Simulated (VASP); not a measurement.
A run of VASP 6.6.1 is set up as follows.

Contents of INCAR:

```
SYSTEM = Ir
PREC     = Accurate       ! precision mode
ENCUT    = 500            ! plane-wave cutoff, eV
EDIFF    = 1E-6           ! SCF threshold, eV
ISMEAR   = 0              ! smearing method
SIGMA    = 0.15           ! smearing width, eV
LREAL    = .False.        ! projectors in reciprocal space
LASPH    = .True.         ! aspherical terms in the spheres
NELM     = 120            ! most SCF steps
ALGO     = Normal         ! electronic algorithm
ISIF     = 2              ! what is computed and relaxed
LWAVE    = .False.        ! write WAVECAR
LCHARG   = .False.        ! write CHGCAR
GGA      = CA             ! functional
NBANDS   = 16             ! bands
GGA_COMPAT= .False.
```

KPOINTS

```
regular mesh
0
Gamma
  18 18 10
  0 0 0
```

File POSCAR:

```
Ir
1.0
    2.6421000000      0.0000000000      0.0000000000
   -1.3210500000      2.2881257193      0.0000000000
    0.0000000000      0.0000000000      4.3131000000
Ir
2
Direct
    0.6666666667      0.3333333333      0.7500000000
    0.3333333333      0.6666666667      0.2500000000
```

Potentials or basis: VASP PAW LDA potentials, release 64 (Ir).

Run with:

```bash
$ cat potpaw_LDA.64/Ir/POTCAR > POTCAR
$ mpirun -np 1 vasp_std > vasp.out
```

(1) What does it give for the band gap on the k mesh?

(2) What does it give for the pressure?

## Answers

(1) zero (band 9 reaches 13.13 eV, above the bottom of band 10 at 9.24 eV).

(2) 33.7 GPa.

Caveat: spin-orbit coupling is left out, which moves the levels of the heavy elements.
